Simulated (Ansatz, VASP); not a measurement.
**Two plane-wave programs on Al**

```
Al
1.0
     0.00000    1.96658    1.96658
     1.96658    0.00000    1.96658
     1.96658    1.96658    0.00000
Al
1
Direct
  0.00000 0.00000 0.00000
```

Alike in both runs: task single point; functional PBEsol; k mesh 18 × 18 × 18; occupations gaussian, width 0.1 eV; no spin polarisation.

|  | VASP | Ansatz |
| --- | --- | --- |
| version | VASP 6.6.1 | Ansatz 0.2.0 |
| potentials or method | VASP PAW PBE potentials, release 64 (Al), cutoff 500 eV | scalar-relativistic, plane waves, PAW |
| valence electrons in the cell | 3 | 3 |

```csv
,VASP,Ansatz,Ansatz less VASP
gap on the k mesh at the Fermi level (eV),none,none,-
pressure (GPa),5.8,5.8,-0.09
```

VASP's potentials were made for PBE, not for PBEsol. A gap of «none» marks a metal or a gap that the smearing closes.
